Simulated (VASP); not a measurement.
The system is Pt.

```
CELL_PARAMETERS angstrom
4.18885 0.00000 0.00000
0.00000 4.18885 0.00000
0.00000 0.00000 4.18885
ATOMIC_POSITIONS crystal
Pt 0.03000 0.03000 0.03000
Pt 0.47000 0.97000 0.53000
Pt 0.53000 0.47000 0.97000
Pt 0.97000 0.53000 0.47000
```

* Program: VASP 6.6.1
* Task: relaxation of cell and atoms
* Functional: PBE
* Potentials or basis: VASP PAW PBE potentials, release 64 (Pt)
* Cutoff: 600 eV
* k mesh: 4 × 4 × 4
* Occupations: gaussian, width 0.1 eV
* Spin: no spin polarisation

At the start: pressure -19.9 GPa; volume 18.37 Å³/atom.

Q: How do energy, volume and symmetry change on relaxing?

A: Over 14 steps the energy falls by 334.0 meV/atom and the volume is 15.56 Å³/atom (-15.3 %); space group Fm-3m (No. 225, to 0.05 Å).

The path:
| step | energy change (eV) | largest force (eV/Å) | pressure (GPa) | volume (Å³) |
| --- | --- | --- | --- | --- |
| 1 | 0.0000 | 0.4677 | -19.90 | 73.50 |
| 2 | 2.1951 | 3.6390 | 92.18 | 51.79 |
| 3 | -0.6346 | 1.2463 | -1.06 | 65.18 |
| 4 | -0.6376 | 1.2898 | 0.24 | 64.81 |
| 5 | -0.6380 | 1.3125 | 0.87 | 64.62 |
| 6 | -0.9265 | 1.2798 | 1.57 | 63.30 |
| 7 | -1.2017 | 0.4351 | 13.57 | 59.46 |
| 8 | -1.2680 | 0.5613 | 5.95 | 61.05 |
| 9 | -1.2849 | 0.3044 | 7.62 | 60.59 |
| 10 | -1.1585 | 0.2420 | -12.20 | 66.13 |
| 11 | -1.3357 | 0.0451 | -0.54 | 62.39 |
| 12 | -1.3357 | 0.0507 | -0.32 | 62.34 |
| 13 | -1.3357 | 0.0544 | -0.18 | 62.30 |
| 14 | -1.3362 | 0.0188 | 0.05 | 62.24 |

Final structure:
```
Pt
1.0
     3.96305    0.00000    0.00000
     0.00000    3.96305    0.00000
     0.00000    0.00000    3.96305
Pt
4
Direct
  0.00027 0.00027 0.00027
  0.49973 0.99973 0.50027
  0.50027 0.49973 0.99973
  0.99973 0.50027 0.49973
```

Caveat: the k points lie up to 0.40 Å⁻¹ apart in the final cell; the volume moved by over 15 % at a fixed basis, so the end points are rough.
